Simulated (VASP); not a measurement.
Runs of VASP 6.6.1 on BAs. The structure is that of space group F-43m (No. 216), or close to it. The cells are those of the table. 

```csv
task,level,cell,cutoff (eV),gap on the mesh (eV),pressure (GPa),relaxed volume (Å³/atom)
single point,r2SCAN+D4,"a = 3.371 Å, angles 60.0°, 2 atoms",550,1.46,0.3,-
single point,RPBE,"a = 3.423 Å, angles 60.0°, 2 atoms",500,1.34,(a),-
single point,r2SCAN,"a = 3.383 Å, angles 60.0°, 2 atoms",550,1.47,0.2,-
relaxation of cell and atoms,r2SCAN,"relaxed from a = 3.378 Å, angles 60.0°, 2 atoms",550,1.47,0.0,13.71
relaxation of cell and atoms,RPBE,"relaxed from a = 3.378 Å, angles 60.0°, 2 atoms",500,1.34,0.0,(b)
relaxation of cell and atoms,r2SCAN+D4,"relaxed from a = 3.378 Å, angles 60.0°, 2 atoms",550,1.46,0.0,13.56
relaxation of cell and atoms,PBEsol,"relaxed from a = 3.378 Å, angles 60.0°, 2 atoms",500,1.18,0.0,13.64
single point,PBEsol,"a = 3.372 Å, angles 60.0°, 2 atoms",500,1.18,(c),-
```

Alike in all rows: potentials or basis VASP PAW PBE potentials, release 64 (B, As); no spin polarisation; k mesh 6 × 6 × 6; smearing gaussian 0.01 eV.

Estimate the missing entries.

(a) 0.5; (b) 14.24; (c) 0.9.

Caveats: the PAW data sets were made with another functional, which shifts forces and pressure a little.

A k mesh can miss the band edges, and the runs leave out spin-orbit coupling on As.
